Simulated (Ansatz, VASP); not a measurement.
## Two plane-wave programs on SnO

File INCAR:

```
PREC = Accurate
ENCUT = 520
EDIFF = 1E-6
ISMEAR = 0
SIGMA = 0.15
LREAL = False
LASPH = True
NELM = 80
ALGO = Normal
ISIF = 2
LWAVE = False
LCHARG = False
NBANDS = 28
```

File KPOINTS:

```
Automatic mesh
0
Gamma
  10 10 8
```

POSCAR

```
SnO
1.0
    3.9427000000      0.0000000000      0.0000000000
    0.0000000000      3.9427000000      0.0000000000
    0.0000000000      0.0000000000      5.2140000000
Sn O
2 2
Direct
    0.0000000000      0.5000000000      0.2457459271
    0.5000000000      0.0000000000      0.7542540729
    0.0000000000      0.0000000000      0.0000000000
    0.5000000000      0.5000000000      0.0000000000
```

Input for Ansatz:

```yaml
crystal:
  lattice:
    - [3.9427, 0.0, 0.0]
    - [0.0, 3.9427, 0.0]
    - [0.0, 0.0, 5.214]
  atoms:
    - { symbol: Sn, position: [0.0, 0.5, 0.2457459271] }
    - { symbol: Sn, position: [0.5, 0.0, 0.7542540729] }
    - { symbol: O, position: [0.0, 0.0, 0.0] }
    - { symbol: O, position: [0.5, 0.5, 0.0] }
basis:
  ecutwfc: 520.0
kpoints:
  mp_grid: { grid: [10, 10, 8] }
hamiltonian:
  xc: lda
scf:
  occupations: { method: gaussian, width: 0.15 }
output:
  forces: true
  stress: true
  eigenvalues: true
  write_density: true
  write_potential: true
  elf: true
  volumetric_format: npy
```

Alike in both runs: task single point; functional LDA; k mesh 10 × 10 × 8; occupations gaussian, width 0.15 eV; no spin polarisation.

|  | VASP | Ansatz |
| --- | --- | --- |
| version | VASP 6.6.1 | Ansatz 0.2.0 |
| potentials or method | VASP PAW LDA potentials, release 64 (Sn_d, O), cutoff 520 eV | scalar-relativistic, plane waves, PAW |
| valence electrons in the cell | 40 | 40 |

```csv
,VASP,Ansatz,Ansatz less VASP
gap on the k mesh at the Fermi level (eV),0.20,0.22,+0.020
least direct gap on the mesh (eV),1.59,1.58,-0.013
pressure (GPa),-13.5,-13.6,-0.14
"traceless stress, the component that is largest in VASP (GPa)",-1.70,-1.73,-0.038
rms of the force components (eV/Å),1.050,1.079,+0.0292
```

LDA's correlation is that of Perdew and Zunger in VASP and of Perdew and Wang (1992) in Ansatz. Atom by atom the forces differ by 0.029 eV/Å (rms over components).
